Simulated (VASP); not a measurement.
# Mn (Im-3m) in VASP: notebook

The runs below take Mn through single point, with PBE.

All numbers are computed with VASP 6.6.1; they aren't measurements. Logs are shortened: lines on timing, memory, paths and dates and some standing lists are left out, and cuts for length are marked.

### 1 The cell of the first run

The structure is cubic, space group Im-3m (No. 229). Conventional cell: a = 3.097 Å, b = 3.097 Å, c = 3.097 Å, α = 90.00°, β = 90.00°, γ = 90.00°. Within 3.5 Å of Mn (site symmetry m-3m) lie 14 Mn at 2.68 to 3.10 Å.

### 2 Single point, PBE

File INCAR:

```
PREC = Accurate
ENCUT = 500
EDIFF = 1E-6
ISMEAR = -1
SIGMA = 0.1
LREAL = F
LASPH = T
NELM = 120
ALGO = Normal
ISIF = 2
LWAVE = F
LCHARG = F
GGA = PE
NBANDS = 12
GGA_COMPAT = F
```

File KPOINTS:

```
Automatic mesh
0
Gamma
  8 8 8
```

File POSCAR:

```
Mn
1.0
   -1.5485800000      1.5485800000      1.5485800000
    1.5485800000     -1.5485800000      1.5485800000
    1.5485800000      1.5485800000     -1.5485800000
Mn
1
Direct
    0.0000000000      0.0000000000      0.0000000000
```

Potentials or basis: VASP PAW PBE potentials, release 64 (Mn_pv).

The run is started by

```
$ cat potpaw_PBE.64/Mn_pv/POTCAR > POTCAR
$ mpirun -np 1 vasp_std > vasp.out
```

OUTCAR:

```text
PREC = Accurate
   ENCUT = 500
   EDIFF = 1E-6
   ISMEAR = -1
   LREAL = F
   LASPH = T
   NELM = 120
   ISIF = 2
   GGA = PE

 ion  position               nearest neighbor table
   1  0.000  0.000  0.000-

  LATTYP: Found a body centered cubic cell.
 ALAT       =     3.0971600000

  Lattice vectors:

 A1 = (  -1.5485800000,   1.5485800000,   1.5485800000)
 A2 = (   1.5485800000,  -1.5485800000,   1.5485800000)
 A3 = (   1.5485800000,   1.5485800000,  -1.5485800000)

Analysis of symmetry for initial positions (statically):
=====================================================================
 Subroutine PRICEL returns:
 Original cell was already a primitive cell.

 Routine SETGRP: Setting up the symmetry group for a
 body centered cubic supercell.

 Subroutine GETGRP returns: Found 48 space group operations
 (whereof 48 operations were pure point group operations)
 out of a pool of 48 trial point group operations.

The static configuration has the point symmetry O_h .

Analysis of symmetry for dynamics (positions and initial velocities):
=====================================================================
 Subroutine PRICEL returns:
 Original cell was already a primitive cell.

 Routine SETGRP: Setting up the symmetry group for a
 body centered cubic supercell.

 Subroutine GETGRP returns: Found 48 space group operations
 (whereof 48 operations were pure point group operations)
 out of a pool of 48 trial point group operations.

The dynamic configuration has the point symmetry O_h .

 Subroutine INISYM returns: Found 48 space group operations
 (whereof 48 operations are pure point group operations),
 and found     1 'primitive' translations

----------------------------------------------------------------------------------------

                                     Primitive cell

  volume of cell :      14.8546

  direct lattice vectors                    reciprocal lattice vectors
    -1.548580000  1.548580000  1.548580000     0.000000000  0.322876442  0.322876442
     1.548580000 -1.548580000  1.548580000     0.322876442  0.000000000  0.322876442
     1.548580000  1.548580000 -1.548580000     0.322876442  0.322876442  0.000000000

  length of vectors
     2.682219240  2.682219240  2.682219240     0.456616243  0.456616243  0.456616243

  position of ions in fractional coordinates (direct lattice)
     0.000000000  0.000000000  0.000000000

  ion indices of the primitive-cell ions
   primitive index   ion index
                 1           1

----------------------------------------------------------------------------------------

 KPOINTS: Automatic mesh

Automatic generation of k-mesh.
 Grid dimensions read from file:
 generate k-points for:    8    8    8

 Generating k-lattice:

  Cartesian coordinates                     Fractional coordinates (reciprocal lattice)
     0.000000000  0.040359555  0.040359555     0.125000000  0.000000000  0.000000000
     0.040359555  0.000000000  0.040359555     0.000000000  0.125000000  0.000000000
     0.040359555  0.040359555  0.000000000     0.000000000  0.000000000  0.125000000

  Length of vectors
     0.057077030  0.057077030  0.057077030

  Shift w.r.t. Gamma in fractional coordinates (k-lattice)
     0.000000000  0.000000000  0.000000000

 Subroutine IBZKPT returns following result:
 ===========================================

 Found     29 irreducible k-points:

 Following reciprocal coordinates:
            Coordinates               Weight
  0.000000  0.000000  0.000000      1.000000
  0.125000  0.000000  0.000000     12.000000
  0.250000  0.000000  0.000000     12.000000
  0.375000  0.000000  0.000000     12.000000
  0.500000  0.000000  0.000000      6.000000
  0.125000  0.125000  0.000000     24.000000
[... 16 lines left out ...]
 -0.250000  0.250000  0.250000      6.000000
 -0.375000  0.375000  0.250000     24.000000
 [... further k-points ...]
   k-points           NKPTS =     29   k-points in BZ     NKDIM =     29   number of bands    NBANDS=     12
   number of dos      NEDOS =    301   number of ions     NIONS =      1
   total plane-waves  NPLWV =   8000
   dimension x,y,z NGX =    20 NGY =   20 NGZ =   20
   dimension x,y,z NGXF=    40 NGYF=   40 NGZF=   40
   ions per type =               1
   NGX,Y,Z   is equivalent  to a cutoff of  12.40, 12.40, 12.40 a.u.
   NGXF,Y,Z  is equivalent  to a cutoff of  24.79, 24.79, 24.79 a.u.
 SYSTEM =  unknown system
   PREC   = accura    normal or accurate (medium, high low for compatibility)
   ISTART =      0    job   : 0-new  1-cont  2-samecut
   ICHARG =      2    charge: 1-file 2-atom 10-const
   ISPIN  =      1    spin polarized calculation?
   LNONCOLLINEAR =      F non collinear calculations
   LSORBIT =      F    spin-orbit coupling
   LASPH  =      T    aspherical Exc in radial PAW
   ENCUT  =  500.0 eV  36.75 Ry    6.06 a.u.   4.89  4.89  4.89*2*pi/ulx,y,z
   NELM   =    120;   NELMIN=  2; NELMDL= -5     # of ELM steps
   EDIFF  = 0.1E-05   stopping-criterion for ELM
   LREAL  =      F    real-space projection
   EDIFFG = 0.1E-04   stopping-criterion for IOM
   NSW    =      0    number of steps for IOM
   IBRION =     -1    ionic relax: 0-MD 1-quasi-New 2-CG
   NFREE  =      0    steps in history (QN), initial steepest desc. (CG)
   ISIF   =      2    stress and relaxation
   ISYM   =      2    0-nonsym 1-usesym 2-fastsym
   POTIM  = 0.5000    time-step for ionic-motion
   TEBEG  =    0.0;   TEEND  =   0.0 temperature during run
   PSTRESS=    0.0 pullay stress
   NELECT =      13.0000    total number of electrons
   NUPDOWN=      -1.0000    fix difference up-down
   EMIN   =  10.00;   EMAX   =-10.00  energy-range for DOS
   EFERMI =   0.00;   METHOD = LEGACY
   ISMEAR =    -1;   SIGMA  =   0.10  broadening in eV -4-tet -1-fermi 0-gaus
   EFERMI_NEDOS =   21; number of points for ismear=-14 and -15
   IALGO  =     38    algorithm
   IMIX   =      4    mixing-type and parameters
     AMIX     =   0.40;   BMIX     =  1.00
     AMIX_MAG =   1.60;   BMIX_MAG =  1.00
  volume/ion in A,a.u.               =      14.85       100.24
  Fermi-wavevector in a.u.,A,eV,Ry     =   1.565918  2.959156 33.362828  2.452099
  Thomas-Fermi vector in A             =   2.668323
   LORBIT       =      0    0 simple, 1 ext, 2 COOP (PROOUT), +10 PAW based schemes
   GGA     = PE    functional components
   LHFCALC =     F    Hartree Fock is set to
   AEXX    =    0.0000 exact exchange contribution
   IVDW    =     0    specifies the selected vdW correction
   LEPSILON=     F    determine dielectric tensor
   LRPA    =     F    only Hartree local field effects (RPA)
 non-spin polarized calculation
  energy-cutoff  :      500.00
  volume of cell :       14.85
 maximum number of plane-waves:       385
   NGX =  9   NGY =  9   NGZ =  9

 number of electron      13.0000004 magnetization

 Free energy of the ion-electron system (eV)
  ---------------------------------------------------
  ext. energy  EPLUGINS =         0.00000000
  ---------------------------------------------------
  free energy    TOTEN  =        -8.16262711 eV

  energy without entropy =       -8.05562387  energy(sigma->0) =       -8.10912549

 E-fermi :   6.7418     XC(G=0): -12.1710

 val. band max:        6.7357020020   @ k =   0.2500   0.0000   0.0000
 cond. band min:       6.7630044340   @ k =   0.2500   0.1250   0.0000
 fundamental gap:      0.0273024319
 Fermi energy:         6.7417598325

 k-point     1 :       0.0000    0.0000    0.0000
  band No.  band energies     occupation
      1     -41.2373      2.00000
      2     -41.2373      2.00000
      3     -41.2373      2.00000
      4      -0.2953      2.00000
      5       5.7383      1.99991
      6       5.7383      1.99991
      7       5.7383      1.99991
      8       6.9896      0.15474
      9       6.9896      0.15473
     10      27.8047      0.00000
     11      27.8047      0.00000
     12      27.8047      0.00000

 k-point     2 :       0.1250    0.0000    0.0000
  band No.  band energies     occupation
      1     -41.2751      2.00000
      2     -41.2501      2.00000
      3     -41.2372      2.00000
      4       0.2352      2.00000
      5       5.5966      1.99998
      6       5.7084      1.99993
      7       6.0139      1.99862
      8       6.8647      0.45272
      9       7.0017      0.13830
     10      25.1086      0.00000
     11      26.9871      0.00000
     12      27.5957      0.00000

 k-point     3 :       0.2500    0.0000    0.0000
  band No.  band energies     occupation
      1     -41.3654      2.00000
      2     -41.2810      2.00000
      3     -41.2368      2.00000
      4       1.6608      2.00000
      5       5.2677      2.00000
      6       5.5647      1.99998
      7       6.7357      1.03028
      8       6.7938      0.74572
      9       7.0466      0.09054
     10      20.1922      0.00000
     11      24.7388      0.00000
     12      27.0052      0.00000
[... 286 lines left out ...]
 k-point    23 :      -0.2500    0.2500    0.2500
  band No.  band energies     occupation
      1     -41.3682      2.00000
      2     -41.3276      2.00000
      3     -41.3276      2.00000
      4       3.1706      2.00000
      5       5.3536      2.00000
      6       6.0644      1.99772
      7       6.0644      1.99772
      8       6.7098      1.15858
      9       7.7706      0.00007
     10      21.1952      0.00000
     11      21.1952      0.00000
     12      21.9234      0.00000

 k-point    24 :      -0.3750    0.3750    0.2500
  band No.  band energies     occupation
      1     -41.4276      2.00000
      2     -41.3604      2.00000
      3     -41.3333      2.00000
      4       4.0251      2.00000
      5       4.7497      2.00000
      6       6.0790      1.99736
      7       6.4520      1.89549
      8       7.4136      0.00241
      9       9.1248      0.00000
     10      16.7692      0.00000
     11      19.1823      0.00000
     12      21.6729      0.00000

 [... further k-points ...]

------------------------ aborting loop because EDIFF is reached ----------------------------------------

  FORCE on cell =-STRESS in cart. coord.  units (eV):
  Direction    XX          YY          ZZ          XY          YZ          ZX
  --------------------------------------------------------------------------------------
  -------------------------------------------------------------------------------------
  Total       -3.9280909     -3.9280909     -3.9280909     -0.0000000      0.0000000     -0.0000000
  in kB     -423.6733892   -423.6733892   -423.6733892     -0.0000000      0.0000000     -0.0000000
  external PRESSURE =    -423.6733892 kB  Pullay stress =       0.0000000 kB

 VOLUME and BASIS-vectors are now :
 -----------------------------------------------------------------------------
  energy-cutoff  :      500.00
  volume of cell :       14.85
      direct lattice vectors                 reciprocal lattice vectors
    -1.548580000  1.548580000  1.548580000     0.000000000  0.322876442  0.322876442
     1.548580000 -1.548580000  1.548580000     0.322876442  0.000000000  0.322876442
     1.548580000  1.548580000 -1.548580000     0.322876442  0.322876442  0.000000000

 POSITION                                       TOTAL-FORCE (eV/Angst)
 -----------------------------------------------------------------------------------
      0.00000      0.00000      0.00000         0.000000     -0.000000     -0.000000
 -----------------------------------------------------------------------------------
    total drift:                               -0.000000     -0.000000     -0.000000

  FREE ENERGIE OF THE ION-ELECTRON SYSTEM (eV)
  ---------------------------------------------------
  free  energy   TOTEN  =        -8.1626271112 eV

  energy  without entropy=       -8.0556238683  energy(sigma->0) =       -8.10912549
```

It took 3.4 s on 1 thread of AMD EPYC 9R45 (Zen 5), shared host; peak memory 0.09 GiB.

Results:

```yaml
Free_energy: -8.1626 eV
Pressure: -42.4 GPa
```

Levels at points of the mesh, in eV from the Fermi level:
```
           k point  band 3  band 4  band 5  band 6  band 7  band 8  band 9  band 10
(0.00, 0.00, 0.00)  -47.98   -7.04   -1.00   -1.00   -1.00    0.25    0.25    21.06
(0.50, 0.00, 0.00)  -47.98   -3.35   -1.91    0.21    0.41    0.52    1.21     6.33
(0.50, 0.50, 0.50)  -48.16   -2.98   -2.98    0.99    0.99    0.99    8.32     8.32
```

Caveat: the run has no spin polarisation, though such a crystal can be magnetic. Spin polarisation is off, so any magnetic state and its effect on volume and gap are missing.

### 3 Single point, PBE

File INCAR:

```
ALGO = Normal ; EDIFF = 1E-6
ENCUT = 500 ; GGA = PE
GGA_COMPAT = False ; ISIF = 2
ISMEAR = -4 ; LASPH = True
LCHARG = False ; LREAL = False
LWAVE = False ; NBANDS = 12
NELM = 120 ; PREC = Accurate
SIGMA = 0.1
```

File KPOINTS:

```
Automatic mesh
0
Gamma
  8 8 8
  0.5 0.5 0.5
```

POSCAR is that of step 2.

Potentials or basis: VASP PAW PBE potentials, release 64 (Mn_pv).

The run is started by

```
$ cat potpaw_PBE.64/Mn_pv/POTCAR > POTCAR
$ mpirun -np 1 vasp_std > vasp.out
```

OUTCAR:

```text
EDIFF = 1E-6
   ENCUT = 500
   GGA = PE
   ISIF = 2
   ISMEAR = -4
   LASPH = True
   LREAL = False
   NELM = 120
   PREC = Accurate

 ion  position               nearest neighbor table
   1  0.000  0.000  0.000-

  LATTYP: Found a body centered cubic cell.
 ALAT       =     3.0971600000

  Lattice vectors:

 A1 = (  -1.5485800000,   1.5485800000,   1.5485800000)
 A2 = (   1.5485800000,  -1.5485800000,   1.5485800000)
 A3 = (   1.5485800000,   1.5485800000,  -1.5485800000)

Analysis of symmetry for initial positions (statically):
=====================================================================
 Subroutine PRICEL returns:
 Original cell was already a primitive cell.

 Routine SETGRP: Setting up the symmetry group for a
 body centered cubic supercell.

 Subroutine GETGRP returns: Found 48 space group operations
 (whereof 48 operations were pure point group operations)
 out of a pool of 48 trial point group operations.

The static configuration has the point symmetry O_h .

Analysis of symmetry for dynamics (positions and initial velocities):
[... 168 lines left out ...]
      1     -41.3192      2.00000
      2     -41.2668      2.00000
      3     -41.2668      2.00000
      4       0.4914      2.00000
      5       5.5474      2.00000
      6       5.5474      2.00000
      7       6.2046      1.99439
      8       6.9078      0.31246
      9       6.9078      0.00000
     10      24.9424      0.00000
     11      24.9424      0.00000
     12      27.9680      0.00000
[... 331 lines left out ...]
 k-point    24 :      -0.4375    0.4375    0.3125
  band No.  band energies     occupation
      1     -41.4595      2.00000
      2     -41.4116      2.00000
      3     -41.3896      2.00000
      4       4.1192      2.00000
      5       4.2786      2.00000
      6       6.5670      1.79283
      7       6.7905      0.77175
      8       7.6548      0.00000
      9      11.3007      0.00000
     10      15.2075      0.00000
     11      17.3272      0.00000
     12      21.2074      0.00000

 [... further k-points ...]

------------------------ aborting loop because EDIFF is reached ----------------------------------------

  FORCE on cell =-STRESS in cart. coord.  units (eV):
  Direction    XX          YY          ZZ          XY          YZ          ZX
  --------------------------------------------------------------------------------------
  -------------------------------------------------------------------------------------
  Total       -3.9225951     -3.9225951     -3.9225951     -0.0000000     -0.0000000      0.0000000
  in kB     -423.0806276   -423.0806276   -423.0806276     -0.0000000     -0.0000000      0.0000000
  external PRESSURE =    -423.0806276 kB  Pullay stress =       0.0000000 kB

 VOLUME and BASIS-vectors are now :
 -----------------------------------------------------------------------------
  energy-cutoff  :      500.00
  volume of cell :       14.85
      direct lattice vectors                 reciprocal lattice vectors
    -1.548580000  1.548580000  1.548580000     0.000000000  0.322876442  0.322876442
     1.548580000 -1.548580000  1.548580000     0.322876442  0.000000000  0.322876442
     1.548580000  1.548580000 -1.548580000     0.322876442  0.322876442  0.000000000

 POSITION                                       TOTAL-FORCE (eV/Angst)
 -----------------------------------------------------------------------------------
      0.00000      0.00000      0.00000        -0.000000     -0.000000     -0.000000
 -----------------------------------------------------------------------------------
    total drift:                                0.000000     -0.000000      0.000000

  FREE ENERGIE OF THE ION-ELECTRON SYSTEM (eV)
  ---------------------------------------------------
  free  energy   TOTEN  =        -8.0417747944 eV

  energy  without entropy=       -8.0417747944  energy(sigma->0) =       -8.04177479
```

OSZICAR:

```text
N       E                     dE             d eps       ncg     rms          rms(c)
DAV:   1     0.830879187618E+02    0.83088E+02   -0.76196E+03   628   0.125E+03
DAV:   2    -0.831522227251E+01   -0.91403E+02   -0.88315E+02   632   0.313E+02
DAV:   3    -0.988496744983E+01   -0.15697E+01   -0.15651E+01   684   0.481E+01
DAV:   4    -0.989789736379E+01   -0.12930E-01   -0.12930E-01   652   0.429E+00
DAV:   5    -0.989812972232E+01   -0.23236E-03   -0.23235E-03   688   0.580E-01    0.108E+01
DAV:   6    -0.829602638374E+01    0.16021E+01   -0.82916E+00   648   0.487E+01    0.417E+00
DAV:   7    -0.805338329947E+01    0.24264E+00   -0.75901E-01   636   0.154E+01    0.109E+00
DAV:   8    -0.804320482653E+01    0.10178E-01   -0.94298E-03   684   0.133E+00    0.490E-01
DAV:   9    -0.804178243125E+01    0.14224E-02   -0.15389E-03   632   0.614E-01    0.338E-02
DAV:  10    -0.804177943215E+01    0.29991E-05   -0.32009E-05   668   0.773E-02    0.126E-02
DAV:  11    -0.804177471778E+01    0.47144E-05   -0.15560E-06   640   0.153E-02    0.196E-03
DAV:  12    -0.804177479436E+01   -0.76574E-07   -0.42896E-08   328   0.343E-03
   1 F= -.80417748E+01 E0= -.80417748E+01  d E =0.000000E+00
```

It took 3.5 s on 1 thread of AMD EPYC 9R45 (Zen 5), shared host; peak memory 0.09 GiB.

What came out:

| Quantity | Value |
| --- | --- |
| Free energy | -8.0418 eV |
| Pressure | -42.3 GPa |

Caveat: the run has no spin polarisation, though such a crystal can be magnetic. Spin polarisation is off, so any magnetic state and its effect on volume and gap are missing.

### 4 Single point, PBE

File INCAR:

```
SYSTEM = Mn
PREC = Accurate
ENCUT = 500
EDIFF = 1E-6
ISMEAR = -1
SIGMA = 0.1
LREAL = .FALSE.
LASPH = .TRUE.
NELM = 120
ALGO = Normal
ISIF = 2
LWAVE = .FALSE.
LCHARG = .FALSE.
GGA = PE
NBANDS = 12
GGA_COMPAT = .FALSE.
```

File KPOINTS:

```
regular mesh
0
G
  8 8 8
  0 0 0
```

POSCAR is that of step 3.

The run is started by

```
$ cat potpaw_PBE.64/Mn_pv/POTCAR > POTCAR
$ mpirun -np 1 vasp_std > vasp.out
```

It took 3.5 s on 1 thread of AMD EPYC 9R45 (Zen 5), shared host; peak memory 0.09 GiB.

The run converged. Its results:

```yaml
Free_energy: -8.1626 eV
Pressure: -42.4 GPa
```

Levels at points of the mesh, in eV from the Fermi level:
| k point | band 2 | band 3 | band 4 | band 5 | band 6 | band 7 | band 8 | band 9 | band 10 | band 11 |
| --- | --- | --- | --- | --- | --- | --- | --- | --- | --- | --- |
| (0.00, 0.00, 0.00) | -47.98 | -47.98 | -7.04 | -1.00 | -1.00 | -1.00 | 0.25 | 0.25 | 21.06 | 21.06 |
| (0.50, 0.00, 0.00) | -48.07 | -47.98 | -3.35 | -1.91 | 0.21 | 0.41 | 0.52 | 1.21 | 6.33 | 15.55 |
| (0.50, 0.50, 0.50) | -48.16 | -48.16 | -2.98 | -2.98 | 0.99 | 0.99 | 0.99 | 8.32 | 8.32 | 8.32 |

Caveat: the run has no spin polarisation, though such a crystal can be magnetic.
